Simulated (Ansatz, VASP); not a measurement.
## AlCu2 in VASP and in Ansatz

```
Al Cu
1.0
     4.16944    0.00000    0.00000
    -2.08472    3.61084    0.00000
     0.00000    0.00000    2.59260
Al Cu
1 2
Direct
  0.00000 0.00000 0.00000
  0.33333 0.66667 0.50000
  0.66667 0.33333 0.50000
```

Alike in both runs: task single point; functional r2SCAN; k mesh 12 × 12 × 18; occupations gaussian, width 0.1 eV; no spin polarisation.

|  | VASP | Ansatz |
| --- | --- | --- |
| version | VASP 6.6.1 | Ansatz 0.2.0 |
| potentials or method | VASP PAW PBE potentials, release 64 (Al, Cu), cutoff 520 eV | scalar-relativistic, plane waves, PAW |
| valence electrons in the cell | 25 | 41 |

```csv
,VASP,Ansatz,Ansatz less VASP
gap on the k mesh at the Fermi level (eV),none,none,-
pressure (GPa),-4.5,-4.7,-0.16
"traceless stress, the component that is largest in VASP (GPa)",0.36,0.46,+0.109
```

VASP's potentials were made for PBE, not for r2SCAN. A gap of «none» marks a metal or a gap that the smearing closes. With one functional, cell and mesh, what is left measures potentials, basis and numerics. VASP's potentials hold 25 valence electrons a cell and Ansatz's 41, so a difference there can come from the potentials and not from the codes.
